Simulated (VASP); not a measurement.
# Ru (P6_3/mmc) in VASP: a series of runs, part 2 of 2

VASP 6.6.1.

## 3. Single point, revPBE

This run uses another cell than the first one, of 13.91 Å³/atom.

Contents of INCAR:

```
PREC = Accurate
ENCUT = 520
EDIFF = 1E-7
ISMEAR = -1
SIGMA = 0.05
LREAL = False
LASPH = True
NELM = 60
ALGO = Normal
ISIF = 2
LWAVE = False
LCHARG = False
GGA = RE
NBANDS = 21
```

Contents of KPOINTS:

```
regular mesh
0
Gamma
  11 11 6
```

Contents of POSCAR:

```
Ru
1.0
    2.7289244075      0.0000000000      0.0000000000
   -1.3644622038      2.3633178619      0.0000000000
    0.0000000000      0.0000000000      4.3138703441
Ru
2
Direct
    0.6666666667      0.3333333333      0.7500000000
    0.3333333333      0.6666666667      0.2500000000
```

Potentials or basis: VASP PAW PBE potentials, release 64 (Ru_pv).

On the command line:

```bash
$ cat potpaw_PBE.64/Ru_pv/POTCAR > POTCAR
$ mpirun -np 1 vasp_std > vasp.out
```

It took 28 s on 1 thread of Intel Xeon 8259CL, shared host; peak memory 0.16 GiB.

Results (log left out):

```
Free energy            : -17.4467 eV
Pressure               : -0.1 GPa
Band gap on the k mesh : zero (bands 14 and 15 overlap by 2.95 eV)
```

Levels at points of the mesh, in eV from the Fermi level:
| k point | band 11 | band 12 | band 13 | band 14 | band 15 | band 16 | band 17 | band 18 |
| --- | --- | --- | --- | --- | --- | --- | --- | --- |
| (0.00, 0.00, 0.00) | -2.26 | -1.78 | -1.78 | -1.28 | -1.28 | 1.20 | 1.20 | 1.35 |
| (0.00, 0.00, 0.50) | -2.60 | -2.60 | -2.56 | -2.56 | 0.58 | 0.58 | 0.58 | 0.58 |

Caveat: the PAW data sets were made with another functional, which shifts forces and pressure a little.

## 4. Single point, r2SCAN

This run uses another cell than the first one, of 12.52 Å³/atom.

Contents of POSCAR:

```
Ru
1.0
    2.6324948400      0.0000000000      0.0000000000
   -1.3162474200      2.2798074068      0.0000000000
    0.0000000000      0.0000000000      4.1738250576
Ru
2
Direct
    0.6666666667      0.3333333333      0.7500000000
    0.3333333333      0.6666666667      0.2500000000
```

Contents of INCAR.step1:

```
PREC     = Accurate       # precision mode
ENCUT    = 520            # plane-wave cutoff, eV
ISMEAR   = -1             # smearing method
SIGMA    = 0.05           # smearing width, eV
LREAL    = F              # projectors in reciprocal space
LASPH    = T              # aspherical terms in the spheres
NELM     = 60             # most SCF steps
NBANDS   = 21             # bands
GGA      = PE             # functional
ALGO     = Normal         # electronic algorithm
EDIFF    = 1E-4           # SCF threshold, eV
LWAVE    = T              # write WAVECAR
LCHARG   = F              # write CHGCAR
```

Contents of INCAR.step2:

```
PREC     = Accurate       # precision mode
ENCUT    = 520            # plane-wave cutoff, eV
EDIFF    = 1E-6           # SCF threshold, eV
ISMEAR   = -1             # smearing method
SIGMA    = 0.05           # smearing width, eV
LREAL    = F              # projectors in reciprocal space
LASPH    = T              # aspherical terms in the spheres
NELM     = 60             # most SCF steps
ALGO     = Normal         # electronic algorithm
ISIF     = 2              # what is computed and relaxed
LWAVE    = F              # write WAVECAR
LCHARG   = T              # write CHGCAR
METAGGA  = R2SCAN         # meta-GGA
LMIXTAU  = T            
LELF     = T              # ELF
LVHAR    = T            
NBANDS   = 21             # bands
ISTART   = 1
```

KPOINTS is that of step 3.

On the command line:

```bash
$ cat potpaw_PBE.64/Ru_pv/POTCAR > POTCAR
$ cp INCAR.step1 INCAR
$ mpirun -np 1 vasp_std > vasp.out
$ cp INCAR.step2 INCAR
$ mpirun -np 1 vasp_std > vasp.out
```

It took 2.2 min on 1 thread of Intel Xeon 8259CL, shared host; peak memory 0.16 GiB.

The run converged. Its results:

```
Free energy            : -50.6595 eV
Pressure               : 32.2 GPa
Band gap on the k mesh : zero (bands 14 and 15 overlap by 3.62 eV)
```

Stress tensor (GPa, compression positive):
```
32.11  0.00  0.00
 0.00 32.11  0.00
 0.00  0.00 32.30
```

Levels at points of the mesh, in eV from the Fermi level:
| k point | band 10 | band 11 | band 12 | band 13 | band 14 | band 15 | band 16 | band 17 | band 18 | band 19 |
| --- | --- | --- | --- | --- | --- | --- | --- | --- | --- | --- |
| (0.00, 0.00, 0.00) | -2.98 | -2.79 | -2.18 | -2.18 | -1.55 | -1.55 | 1.46 | 1.46 | 1.53 | 8.53 |
| (0.00, 0.00, 0.50) | -3.17 | -3.17 | -3.17 | -3.02 | -3.02 | 0.73 | 0.73 | 0.73 | 0.73 | 8.53 |

Caveat: the cell stands under pressure; an empty level that is flat over the whole mesh can mark a ghost state of the potentials, or a narrow d or f band; the PAW data sets were made with another functional, which shifts forces and pressure a little.

## 5. Single point, r2SCAN

This run uses another cell than the first one, of 12.81 Å³/atom.

Contents of POSCAR:

```
Ru
1.0
    2.6530659503      0.0000000000      0.0000000000
   -1.3265329752      2.2976225109      0.0000000000
    0.0000000000      0.0000000000      4.2017698789
Ru
2
Direct
    0.6666666667      0.3333333333      0.7500000000
    0.3333333333      0.6666666667      0.2500000000
```

Contents of INCAR.step1:

```
ALGO = Normal ; EDIFF = 1E-4
ENCUT = 520 ; GGA = PE
ISMEAR = -1 ; LASPH = T
LCHARG = F ; LREAL = F
LWAVE = T ; NBANDS = 21
NELM = 80 ; PREC = Accurate
SIGMA = 0.05
```

Contents of INCAR.step2:

```
ALGO = Normal ; EDIFF = 1E-6
ENCUT = 520 ; ISIF = 2
ISMEAR = -1 ; ISTART = 1
LASPH = T ; LCHARG = T
LELF = T ; LMIXTAU = T
LREAL = F ; LVHAR = T
LWAVE = F ; METAGGA = R2SCAN
NBANDS = 21 ; NELM = 80
PREC = Accurate ; SIGMA = 0.05
```

Contents of KPOINTS:

```
k-points
0
Gamma
  11 11 6
```

On the command line:

```bash
$ cat potpaw_PBE.64/Ru_pv/POTCAR > POTCAR
$ cp INCAR.step1 INCAR
$ mpirun -np 1 vasp_std > vasp.out
$ cp INCAR.step2 INCAR
$ mpirun -np 1 vasp_std > vasp.out
```

It took 2.2 min on 1 thread of Intel Xeon 8259CL, shared host; peak memory 0.16 GiB.

Results (log left out):

```yaml
Free_energy: -50.7546 eV
Pressure: 21.9 GPa
Band_gap_on_the_k_mesh: zero (bands 14 and 15 overlap by 3.51 eV)
```

Stress tensor (GPa, compression positive):
```
21.88  0.00  0.00
 0.00 21.88  0.00
 0.00  0.00 22.06
```

Levels at points of the mesh, in eV from the Fermi level:
```
           k point  band 12  band 13  band 14  band 15  band 16  band 17
(0.00, 0.00, 0.00)    -2.11    -2.11    -1.51    -1.51     1.42     1.42
(0.00, 0.00, 0.50)    -3.07    -2.95    -2.95     0.70     0.70     0.70
```

Caveat: the cell stands under pressure; an empty level that is flat over the whole mesh can mark a ghost state of the potentials, or a narrow d or f band; the PAW data sets were made with another functional, which shifts forces and pressure a little.

## 6. Single point, r2SCAN

This run uses another cell than the first one, of 13.13 Å³/atom.

Contents of POSCAR:

```
Ru
1.0
    2.6761231923      0.0000000000      0.0000000000
   -1.3380615961      2.3175906682      0.0000000000
    0.0000000000      0.0000000000      4.2325677038
Ru
2
Direct
    0.6666666667      0.3333333333      0.7500000000
    0.3333333333      0.6666666667      0.2500000000
```

Contents of INCAR.step1:

```
SYSTEM = Ru
PREC = Accurate
ENCUT = 520
ISMEAR = -1
SIGMA = 0.05
LREAL = .FALSE.
LASPH = .TRUE.
NELM = 100
NBANDS = 21
GGA = PE
ALGO = Normal
EDIFF = 1E-4
LWAVE = .TRUE.
LCHARG = .FALSE.
```

Contents of INCAR.step2:

```
SYSTEM = Ru
PREC = Accurate
ENCUT = 520
EDIFF = 1E-7
ISMEAR = -1
SIGMA = 0.05
LREAL = .FALSE.
LASPH = .TRUE.
NELM = 100
ALGO = Normal
ISIF = 2
LWAVE = .FALSE.
LCHARG = .TRUE.
METAGGA = R2SCAN
LMIXTAU = .TRUE.
LELF = .TRUE.
LVHAR = .TRUE.
NBANDS = 21
ISTART = 1
```

Contents of KPOINTS:

```
Automatic mesh
0
G
  11 11 6
  0 0 0
```

Potentials or basis: VASP PAW PBE potentials, release 64 (Ru_pv).

On the command line:

```bash
$ cat potpaw_PBE.64/Ru_pv/POTCAR > POTCAR
$ cp INCAR.step1 INCAR
$ mpirun -np 1 vasp_std > vasp.out
$ cp INCAR.step2 INCAR
$ mpirun -np 1 vasp_std > vasp.out
```

Run time: 3.1 min. Hardware: 1 thread of Intel Xeon 8259CL, shared host; peak memory 0.16 GiB.

Results (log left out):

- Free energy: -50.8217 eV
- Pressure: 11.7 GPa
- Band gap on the k mesh: zero (bands 14 and 15 overlap by 3.38 eV)

Stress tensor (GPa, compression positive):
```
11.66  0.00  0.00
 0.00 11.66  0.00
 0.00  0.00 11.88
```

Levels at points of the mesh, in eV from the Fermi level:
```csv
k point,band 10,band 11,band 12,band 13,band 14,band 15,band 16,band 17,band 18,band 19
"(0.00, 0.00, 0.00)",-2.77,-2.57,-2.03,-2.03,-1.47,-1.47,1.37,1.37,1.48,8.49
"(0.00, 0.00, 0.50)",-2.96,-2.96,-2.96,-2.86,-2.86,0.67,0.67,0.67,0.67,8.49
```

Caveat: the cell stands under pressure; an empty level that is flat over the whole mesh can mark a ghost state of the potentials, or a narrow d or f band; the PAW data sets were made with another functional, which shifts forces and pressure a little.

## 7. Overview

| level | cell | smearing | gap on the mesh (eV) | pressure (GPa) |
| --- | --- | --- | --- | --- |
| PBE | a = 2.706, b = 2.706, c = 4.282 Å, angles 90.0, 90.0, 120.0°, 2 atoms | gaussian 0.024 eV | none | 4.4 |
| revPBE | a = 2.729, b = 2.729, c = 4.314 Å, angles 90.0, 90.0, 120.0°, 2 atoms | fermi-dirac 0.05 eV | none | -0.1 |
| r2SCAN | a = 2.632, b = 2.632, c = 4.174 Å, angles 90.0, 90.0, 120.0°, 2 atoms | fermi-dirac 0.05 eV | none | 32.2 |
| r2SCAN | a = 2.653, b = 2.653, c = 4.202 Å, angles 90.0, 90.0, 120.0°, 2 atoms | fermi-dirac 0.05 eV | none | 21.9 |
| r2SCAN | a = 2.676, b = 2.676, c = 4.233 Å, angles 90.0, 90.0, 120.0°, 2 atoms | fermi-dirac 0.05 eV | none | 11.7 |

Alike in all rows: task single point; potentials or basis VASP PAW PBE potentials, release 64 (Ru_pv); no spin polarisation; k mesh 11 × 11 × 6; cutoff (eV) 520.

Caveats: the cell stands under pressure (at least some runs); the PAW data sets were made with another functional, which shifts forces and pressure a little (at least some runs); an empty level that is flat over the whole mesh can mark a ghost state of the potentials, or a narrow d or f band (at least some runs).

Total energies depend on the potentials used, so only differences within one code and one set of settings carry meaning.
